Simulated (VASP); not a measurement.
**Zr2F: single point with PBE**

Crystal: Zr2F.

```
Zr F
1.0
     3.16279    0.00000    0.00000
     0.00000    3.16279    0.00000
     0.00000    0.00000   11.30650
Zr F
4 2
Direct
  0.00000 0.50000 0.15608
  0.00000 0.50000 0.65608
  0.50000 0.00000 0.34392
  0.50000 0.00000 0.84392
  0.00000 0.00000 0.00000
  0.50000 0.50000 0.50000
```

* Program: VASP 6.6.1
* Task: single point
* Functional: PBE
* Potentials or basis: VASP PAW PBE potentials, release 64 (Zr_sv, F)
* Cutoff: 520 eV
* k mesh: 6 × 6 × 2
* Occupations: gaussian, width 0.1 eV
* Spin: no spin polarisation

| Item | Value |
| --- | --- |
| Pressure | 0.0 GPa |
| Largest force | 0.019 eV/Å |
| Band gap on the k mesh | zero (band 31 reaches 8.67 eV, above the bottom of band 32 at 7.23 eV) |

Forces on the atoms (eV/Å):
```
Zr   0.000  0.000  0.019
Zr   0.000  0.000  0.019
Zr   0.000  0.000 -0.019
Zr   0.000  0.000 -0.019
F    0.000  0.000  0.000
F    0.000  0.000  0.000
```

Stress tensor (GPa, compression positive):
```
-0.06  0.00  0.00
 0.00 -0.06  0.00
 0.00  0.00  0.18
```

Levels at points of the mesh, in eV from the Fermi level:
```tsv
k point	band 28	band 29	band 30	band 31	band 32	band 33	band 34	band 35
(0.00, 0.00, 0.00)	-2.75	-2.16	-1.46	-0.52	0.51	0.66	1.54	1.54
(0.50, 0.00, 0.00)	-1.62	0.13	0.13	0.34	0.34	0.96	0.96	1.20
(0.50, 0.50, 0.00)	-1.97	-1.58	-1.58	-0.91	-0.91	1.34	1.34	3.54
(0.00, 0.00, 0.50)	-2.77	-1.89	-1.89	0.04	0.04	1.33	1.33	1.59
(0.50, 0.00, 0.50)	-1.69	0.14	0.14	0.34	0.34	1.04	1.04	1.11
(0.50, 0.50, 0.50)	-2.11	-1.46	-1.46	-1.10	-1.10	1.60	1.60	3.11
```

It took 2.1 min on 1 thread of Oxide Virtual Turin-like Processor, with other jobs on the host, peak memory 0.21 GiB.
